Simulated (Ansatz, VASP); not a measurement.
**C: VASP beside Ansatz**

```
CELL_PARAMETERS angstrom
1.23328 -2.13605 0.00000
1.23328 2.13605 0.00000
0.00000 0.00000 12.93762
ATOMIC_POSITIONS crystal
C 0.16667 0.83333 0.66992
C 0.83333 0.16667 0.66992
C 0.83333 0.16667 0.33008
C 0.16667 0.83333 0.33008
C 0.33333 0.66667 0.00000
C 0.66667 0.33333 0.00000
```

Alike in both runs: functional PBE; k mesh 18 × 18 × 4; occupations gaussian, width 0.1 eV; no spin polarisation.

Ansatz relaxed the structure, and its values are those at the end. VASP's run is a single point on that final structure, the one shown.

|  | VASP | Ansatz |
| --- | --- | --- |
| version | VASP 6.6.1 | Ansatz 0.2.0 |
| potentials or method | VASP PAW PBE potentials, release 64 (C), cutoff 520 eV | scalar-relativistic, plane waves, PAW |
| valence electrons in the cell | 24 | 24 |

```tsv
	VASP	Ansatz	Ansatz less VASP
gap on the k mesh at the Fermi level (eV)	none	none	-
pressure (GPa)	0.4	0.0	-0.35
```

A gap of «none» marks a metal or a gap that the smearing closes. The functional is the same, so the differences come from potentials, cutoffs and numerics.
